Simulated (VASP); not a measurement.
Here is a VASP 6.6.1 calculation.

Contents of INCAR:

```
  PREC = Accurate
  ENCUT = 500
  EDIFF = 1E-6
  ISMEAR = 0
  SIGMA = 0.1
  LREAL = F
  LASPH = T
  NELM = 120
  ALGO = Normal
  ISIF = 2
  LWAVE = F
  LCHARG = F
  GGA = PE
  NBANDS = 16
  GGA_COMPAT = F
```

Contents of KPOINTS:

```
Automatic mesh
0
Gamma
  2 2 2
```

File POSCAR:

```
ZnS
1.0
    0.0000000000      2.6936828773      2.6936828773
    2.6936828773      0.0000000000      2.6936828773
    2.6936828773      2.6936828773      0.0000000000
Zn S
1 1
Direct
    0.0000000000      0.0000000000      0.0000000000
    0.2500000000      0.2500000000      0.2500000000
```

Potentials or basis: VASP PAW PBE potentials, release 64 (Zn, S).

Run with:

```console
$ cat potpaw_PBE.64/Zn/POTCAR potpaw_PBE.64/S/POTCAR > POTCAR
$ mpirun -np 1 vasp_std > vasp.out
```

(1) Predict the band gap on the k mesh.

(2) Estimate the pressure.

## Answers

(1) 2.04 eV, direct.

(2) 8.4 GPa.

Caveat: the k points lie up to 1.01 Å⁻¹ apart.
